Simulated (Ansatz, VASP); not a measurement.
# As2F in VASP and in Ansatz

```xyz
6
Lattice="-3.2399 3.2399 2.5024 3.2399 -3.2399 2.5024 3.2399 3.2399 -2.5024" Properties=species:S:1:pos:R:3 pbc="T T T"
As    4.0708    0.8309    0.0000
As    2.4091    0.8309    2.5024
As   -0.8309    2.4091    2.5024
As    0.8309    2.4091    0.0000
F     0.0000    0.0000    3.7535
F     0.0000    0.0000    1.2512
```

Alike in both runs: functional PBE; k mesh 10 × 10 × 10; occupations gaussian, width 0.1 eV; no spin polarisation.

Ansatz relaxed the structure, and its values are those at the end. VASP's run is a single point on that final structure, the one shown.

|  | VASP | Ansatz |
| --- | --- | --- |
| version | VASP 6.6.1 | Ansatz 0.2.0 |
| potentials or method | VASP PAW PBE potentials, release 64 (As, F), cutoff 520 eV | scalar-relativistic, plane waves, PAW |
| valence electrons in the cell | 34 | 74 |

Ansatz gave:

* gap on the k mesh at the Fermi level (eV): none
* pressure (GPa): 0.0
* rms of the force components (eV/Å): 0.001

Task: Estimate VASP's values.

Result: gap on the k mesh at the Fermi level (eV): none; pressure (GPa): 0.1; rms of the force components (eV/Å): 0.035.

A gap of «none» marks a metal or a gap that the smearing closes. VASP's potentials hold 34 valence electrons a cell and Ansatz's 74, so a difference there can come from the potentials and not from the codes.
